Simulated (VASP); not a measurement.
Write the native input for VASP 6.6.1 that does the following.

```
Task                   : single point
Functional             : r2SCAN
Potentials or basis    : VASP PAW PBE potentials, release 64 (Ga_d)
Cutoff                 : 520 eV
k mesh                 : 11 × 11 × 11
Occupations            : fermi-dirac, width 0.1 eV
Spin                   : no spin polarisation
Dipole correction      : no
Further INCAR settings : ALGO = Normal; EDIFF = 1e-06; NBANDS = 20
```

The system is Ga.

```
Ga
1.0
     0.00000    2.84949    2.84949
     2.84949    0.00000    2.84949
     2.84949    2.84949    0.00000
Ga
2
Direct
  0.12500 0.12500 0.12500
  0.87500 0.87500 0.87500
```

This isn't the form of Ga at room conditions, which is orthorhombic.

The input as run:

POSCAR

```
Ga
1.0
    0.0000000000      2.8494850854      2.8494850854
    2.8494850854      0.0000000000      2.8494850854
    2.8494850854      2.8494850854      0.0000000000
Ga
2
Direct
    0.1250000000      0.1250000000      0.1250000000
    0.8750000000      0.8750000000      0.8750000000
```

INCAR.step1

```
SYSTEM = Ga
PREC = Accurate ; ENCUT = 520
ISMEAR = -1 ; SIGMA = 0.1
LREAL = .False. ; LASPH = .True.
NELM = 60 ; NBANDS = 20
GGA = PE ; ALGO = Normal
EDIFF = 1E-4 ; LWAVE = .True.
LCHARG = .False.
```

INCAR.step2

```
SYSTEM = Ga
PREC = Accurate ; ENCUT = 520
EDIFF = 1E-6 ; ISMEAR = -1
SIGMA = 0.1 ; LREAL = .False.
LASPH = .True. ; NELM = 60
ALGO = Normal ; ISIF = 2
LWAVE = .False. ; LCHARG = .False.
METAGGA = R2SCAN ; LMIXTAU = .True.
NBANDS = 20 ; ISTART = 1
```

KPOINTS

```
regular mesh
0
Gamma
  11 11 11
  0 0 0
```

Potentials or basis: VASP PAW PBE potentials, release 64 (Ga_d).

The run is started by

```console
$ cat potpaw_PBE.64/Ga_d/POTCAR > POTCAR
$ cp INCAR.step1 INCAR
$ mpirun -np 1 vasp_std > vasp.out
$ cp INCAR.step2 INCAR
$ mpirun -np 1 vasp_std > vasp.out
```

It gave:

| Property | Result |
| --- | --- |
| Pressure | 2.0 GPa |
| Band gap on the k mesh | zero (bands 13 and 14 overlap by 4.38 eV) |

Caveat: the PAW data sets were made with another functional, which shifts forces and pressure a little.

Run time: 110 s on 1 thread of AMD EPYC 9R45 96-Core Processor (Zen 5), on a shared host, peak memory 0.16 GiB.
